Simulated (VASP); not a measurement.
ZnS, 6 atoms in the cell. It takes space group R3m (No. 160, trigonal). Conventional cell: a = 3.806 Å, b = 3.806 Å, c = 28.056 Å, α = 90.00°, β = 90.00°, γ = 120.00°. Zn (site symmetry 3m) has 4 S at 2.33 to 2.34 Å within 3.1 Å. Within 3.1 Å of Zn (site symmetry 3m) lie 4 S at 2.33 Å. Zn (site symmetry 3m) has 4 S at 2.33 to 2.34 Å within 3.1 Å. S (site symmetry 3m) has 4 Zn at 2.33 to 2.34 Å within 3.1 Å. S (site symmetry 3m) has 4 Zn at 2.33 to 2.34 Å within 3.1 Å. Within 3.1 Å of S (site symmetry 3m) lie 4 Zn at 2.33 Å. 

- Program: VASP 6.6.1
- Task: single point
- Functional: LDA
- Potentials or basis: VASP PAW LDA potentials, release 64 (Zn, S)
- Cutoff: 520 eV
- k mesh: 2 × 2 × 2
- Occupations: fermi-dirac, width 0.1 eV
- Spin: no spin polarisation
- Dipole correction: no
- Further INCAR settings: ALGO = Normal; EDIFF = 1e-07; NBANDS = 36

Potentials or basis: VASP PAW LDA potentials, release 64 (Zn, S).

Command:

```bash
$ cat potpaw_LDA.64/Zn/POTCAR potpaw_LDA.64/S/POTCAR > POTCAR
$ mpirun -np 1 vasp_std > vasp.out
```

Hardware: 1 thread of Intel(R) Xeon(R) Platinum 8488C (Sapphire Rapids), on a shared host.

**Question.** Estimate the wall time of this run.

**Answer.** Run time: 78 s on 1 thread of Intel(R) Xeon(R) Platinum 8488C (Sapphire Rapids) (shared host), peak memory 0.45 GiB. Counts: scf iterations 15, k points 4.
